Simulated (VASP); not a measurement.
# MnO in VASP: further runs

MnO is run at these levels: PBEsol+U; tasks: single point.

Program: VASP 6.6.1. These are calculated values, not measurements. Logs are shortened: lines on timing, memory, paths and dates and some standing lists are left out, and cuts for length are marked.

## Step 1: The cell of the first run

Symmetry: P6_3mc, No. 186, hexagonal system. The conventional cell has a = 3.372 Å, b = 3.372 Å, c = 5.386 Å, α = 90.00°, β = 90.00°, γ = 120.00°. Within 2.6 Å of Mn (site symmetry 3m) lie 4 O at 1.96 to 2.08 Å. O (site symmetry 3m) has 4 Mn at 1.96 to 2.08 Å within 2.6 Å.

## Step 2: Single point, PBEsol+U, collinear spin, ferromagnetic start

The input, INCAR:

```
SYSTEM = MnO
ALGO = Normal
EDIFF = 1E-6
ENCUT = 600
GGA = PS
GGA_COMPAT = .False.
ISIF = 2
ISMEAR = -1
ISPIN = 2
LASPH = .True.
LCHARG = .False.
LDAU = .True.
LDAUJ = 0 0
LDAUL = 2 -1
LDAUPRINT = 1
LDAUTYPE = 2
LDAUU = 4.5 0
LMAXMIX = 4
LORBIT = 11
LREAL = .False.
LWAVE = .False.
MAGMOM = 4 4 0 0
NBANDS = 31
NELM = 200
PREC = Accurate
SIGMA = 0.15
```

The input, KPOINTS:

```
k-points
0
Gamma
  6 6 3
  0 0 0
```

The input, POSCAR:

```
MnO
1.0
    3.3717000000      0.0000000000      0.0000000000
   -1.6858500000      2.9199780000      0.0000000000
    0.0000000000      0.0000000000      5.3855000000
Mn O
2 2
Direct
    0.3333333333      0.6666666667      0.0109600000
    0.6666666667      0.3333333333      0.5109600000
    0.3333333333      0.6666666667      0.3754700000
    0.6666666667      0.3333333333      0.8754700000
```

Potentials or basis: VASP PAW PBE potentials, release 64 (Mn_pv, O).

Launch:

```bash
$ cat potpaw_PBE.64/Mn_pv/POTCAR potpaw_PBE.64/O/POTCAR > POTCAR
$ mpirun -np 1 vasp_std > vasp.out
```

OUTCAR:

```text
SYSTEM = MnO
   EDIFF = 1E-6
   ENCUT = 600
   GGA = PS
   ISIF = 2
   ISMEAR = -1
   ISPIN = 2
   LASPH = .True.
   LORBIT = 11
   LREAL = .False.
   NELM = 200
   PREC = Accurate

 ion  position               nearest neighbor table
   1  0.333  0.667  0.011-   3 1.96   4 2.08   4 2.08   4 2.08
   2  0.667  0.333  0.511-   4 1.96   3 2.08   3 2.08   3 2.08
   3  0.333  0.667  0.375-   1 1.96   2 2.08   2 2.08   2 2.08
   4  0.667  0.333  0.875-   2 1.96   1 2.08   1 2.08   1 2.08

  LATTYP: Found a hexagonal cell.
 ALAT       =     3.3717000000
 C/A-ratio  =     1.5972654744

  Lattice vectors:

 A1 = (   3.3717000000,   0.0000000000,   0.0000000000)
 A2 = (  -1.6858500000,   2.9199780000,   0.0000000000)
 A3 = (   0.0000000000,   0.0000000000,   5.3855000000)

Analysis of symmetry for initial positions (statically):
=====================================================================
 Subroutine PRICEL returns:
 Original cell was already a primitive cell.

 Routine SETGRP: Setting up the symmetry group for a
 hexagonal supercell.

 Subroutine GETGRP returns: Found 12 space group operations
 (whereof  6 operations were pure point group operations)
 out of a pool of 24 trial point group operations.

The static configuration has the point symmetry C_3v.
 The point group associated with its full space group is C_6v.

Analysis of symmetry for dynamics (positions and initial velocities):
=====================================================================
 Subroutine PRICEL returns:
 Original cell was already a primitive cell.

 Routine SETGRP: Setting up the symmetry group for a
 hexagonal supercell.

 Subroutine GETGRP returns: Found 12 space group operations
 (whereof  6 operations were pure point group operations)
 out of a pool of 24 trial point group operations.

The dynamic configuration has the point symmetry C_3v.
 The point group associated with its full space group is C_6v.

Analysis of structural, dynamic, and magnetic symmetry:
=====================================================================
 Subroutine PRICEL returns:
 Original cell was already a primitive cell.

 Routine SETGRP: Setting up the symmetry group for a
 hexagonal supercell.

 Subroutine GETGRP returns: Found 12 space group operations
 (whereof  6 operations were pure point group operations)
 out of a pool of 24 trial point group operations.
[... 201 lines left out ...]
  o =  0.9502  v =  0.0000  0.0000  1.0000  0.0000  0.0000  0.0000  0.0000  0.0000  0.0000  0.0000      0.0000  0.0000  0.0000  0.0000  0.0000  0.0000  0.0000  0.0000  0.0000  0.0000
  o =  0.9523  v =  0.5675 -0.0000  0.0000 -0.8234  0.0000  0.0000  0.0000  0.0000  0.0000  0.0000      0.0000  0.0000  0.0000  0.0000  0.0000  0.0000  0.0000  0.0000  0.0000  0.0000
  o =  0.9523  v =  0.0000  0.8234 -0.0000 -0.0000 -0.5675  0.0000  0.0000  0.0000  0.0000  0.0000      0.0000  0.0000  0.0000  0.0000  0.0000  0.0000  0.0000  0.0000  0.0000  0.0000

 number of electron      37.9999998 magnetization       9.9979245

 Free energy of the ion-electron system (eV)
  ---------------------------------------------------
  ext. energy  EPLUGINS =         0.00000000
  ---------------------------------------------------
  free energy    TOTEN  =       -31.82777267 eV

  energy without entropy =      -31.81829296  energy(sigma->0) =      -31.82303282

 E-fermi :   5.2476     XC(G=0): -10.7761

 val. band max:        5.0400617188   @ k =   0.0000   0.0000   0.0000
 cond. band min:       5.5655894947   @ k =   0.0000   0.0000   0.0000
 fundamental gap:      0.5255277760
 Fermi energy:         5.2476395447

 spin component 1

 k-point     1 :       0.0000    0.0000    0.0000
  band No.  band energies     occupation
      1     -44.5749      1.00000
      2     -44.5749      1.00000
      3     -44.5722      1.00000
      4     -44.5688      1.00000
      5     -44.5688      1.00000
      6     -44.5340      1.00000
[... 465 lines left out ...]
     30      13.6034      0.00000
     31      16.7883      0.00000
 Fermi energy:         5.2476395447

 spin component 2

 k-point     1 :       0.0000    0.0000    0.0000
  band No.  band energies     occupation
      1     -39.7403      1.00000
      2     -39.7231      1.00000
      3     -39.7231      1.00000
      4     -39.7151      1.00000
      5     -39.7151      1.00000
      6     -39.6882      1.00000
[... 465 lines left out ...]
     30      15.5792      0.00000
     31      18.3279      0.00000

------------------------ aborting loop because EDIFF is reached ----------------------------------------

  FORCE on cell =-STRESS in cart. coord.  units (eV):
  Direction    XX          YY          ZZ          XY          YZ          ZX
  --------------------------------------------------------------------------------------
  -------------------------------------------------------------------------------------
  Total        0.9594738      0.9594739      4.1149751      0.0000000     -0.0000000      0.0000000
  in kB       28.9927336     28.9927365    124.3435486      0.0000000     -0.0000000      0.0000000
  external PRESSURE =      60.7763396 kB  Pullay stress =       0.0000000 kB

 VOLUME and BASIS-vectors are now :
 -----------------------------------------------------------------------------
  energy-cutoff  :      600.00
  volume of cell :       53.02
      direct lattice vectors                 reciprocal lattice vectors
     3.371700000  0.000000000  0.000000000     0.296586292  0.171234167  0.000000000
    -1.685850000  2.919978000  0.000000000     0.000000000  0.342468334  0.000000000
     0.000000000  0.000000000  5.385500000     0.000000000  0.000000000  0.185683781

 POSITION                                       TOTAL-FORCE (eV/Angst)
 -----------------------------------------------------------------------------------
     -0.00000      1.94665      0.05903        -0.000000     -0.000000     -0.881810
      1.68585      0.97333      2.75178         0.000000      0.000000     -0.881810
     -0.00000      1.94665      2.02209        -0.000000     -0.000000      0.881810
      1.68585      0.97333      4.71484         0.000000      0.000000      0.881810
 -----------------------------------------------------------------------------------
    total drift:                               -0.000000      0.000000     -0.000209

  FREE ENERGIE OF THE ION-ELECTRON SYSTEM (eV)
  ---------------------------------------------------
  free  energy   TOTEN  =       -31.8277726750 eV

  energy  without entropy=      -31.8182929605  energy(sigma->0) =      -31.82303282

 total charge

# of ion       s       p       d       tot
------------------------------------------
    1        0.248   6.239   4.957  11.445
    2        0.248   6.239   4.957  11.445
    3        1.544   3.470   0.000   5.015
    4        1.544   3.470   0.000   5.015
--------------------------------------------------
tot          3.585  19.419   9.915  32.919

 magnetization (x)

# of ion       s       p       d       tot
------------------------------------------
    1        0.036   0.057   4.505   4.598
    2        0.036   0.057   4.505   4.598
    3        0.012   0.086   0.000   0.098
    4        0.012   0.086   0.000   0.098
--------------------------------------------------
tot          0.096   0.284   9.011   9.391
```

stdout:

```text
POSCAR found type information on POSCAR MnO
 POSCAR found :  2 types and       4 ions
 scaLAPACK will be used
 -----------------------------------------------------------------------------
|                                                                             |
|                                                                             |
|     You enforced a specific xc type in the INCAR file but a different       |
|     I HOPE YOU KNOW WHAT YOU ARE DOING!                                     |
|                                                                             |
 -----------------------------------------------------------------------------

 LDA part: xc-table for (Slater+PW92), standard interpolation
 POSCAR, INCAR and KPOINTS ok, starting setup
 FFT: planning ... GRIDC
 FFT: planning ... GRID_SOFT
 FFT: planning ... GRID
 WAVECAR not read
 entering main loop
```

It took 88 s on 1 thread of Oxide Virtual Turin-like, shared host; peak memory 0.19 GiB.

Results:

| Property | Result |
| --- | --- |
| Free energy | -31.8278 eV |
| Pressure | 6.1 GPa |
| Largest force | 0.882 eV/Å |
| Band gap on the k mesh | 0.12 eV |
| Net moment | 10.00 μB per cell |
| Site moments | Mn +4.60; O +0.10 μB |
| Valence electrons inside the program's atomic spheres | Mn 11.45; O 5.01 |

Forces on the atoms (eV/Å):
```
Mn   0.000  0.000 -0.882
Mn   0.000  0.000 -0.882
O    0.000  0.000  0.882
O    0.000  0.000  0.882
```

Stress tensor (GPa, compression positive):
```
 2.90  0.00  0.00
 0.00  2.90  0.00
 0.00  0.00 12.43
```

Eigenvalues of the final occupation matrices:
```
    site  spin  trace               eigenvalues
site 1 d     1   4.75  0.95 0.95 0.95 0.95 0.95
site 1 d     2   0.23  0.02 0.02 0.06 0.06 0.07
site 2 d     1   4.75  0.95 0.95 0.95 0.95 0.95
site 2 d     2   0.23  0.02 0.02 0.06 0.06 0.07
```

Caveat: the stress differs along the axes, from 3 to 12 GPa; the smearing spreads over this small gap; the PAW data sets were made with another functional, which shifts forces and pressure a little; the run started ferromagnetic, and an antiferromagnetic order may lie lower in energy. The state reached can hang on the start; a lower one may exist.

(Continued in part 2 of 2.)

The gap in the log of VASP goes by the Fermi energy; the results here count the filled bands.